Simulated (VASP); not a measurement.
Zn, 1 atom in the cell. The structure is orthorhombic, space group Immm (No. 71). The conventional cell has a = 2.891 Å, b = 3.011 Å, c = 3.092 Å, α = 90.00°, β = 90.00°, γ = 90.00°. Zn (site symmetry mmm) has 14 Zn at 2.60 to 3.09 Å within 3.4 Å.  This cell differs from its parent crystal: normal strain along x -0.0400, normal strain along z +0.0267.

* Program: VASP 6.6.1
* Task: single point
* Functional: LDA
* Potentials or basis: VASP PAW LDA potentials, release 64 (Zn)
* Cutoff: 520 eV
* k mesh: 20 × 20 × 20
* Occupations: gaussian, width 0.15 eV
* Spin: no spin polarisation
* Dipole correction: no
* Further INCAR settings: ALGO = Fast; EDIFF = 1e-06; NBANDS = 12

Potentials or basis: VASP PAW LDA potentials, release 64 (Zn).

The run is started by

```bash
$ cat potpaw_LDA.64/Zn/POTCAR > POTCAR
$ mpirun -np 1 vasp_std > vasp.out
```

Hardware: 1 thread of Intel(R) Xeon(R) 6975P-C (Granite Rapids), on a shared host.

Question: Estimate the wall time of this run.

Answer: Run time: 55 s on 1 thread of Intel(R) Xeon(R) 6975P-C (Granite Rapids), on a shared host, peak memory 0.27 GiB. Counts: scf iterations 11, k points 1166.
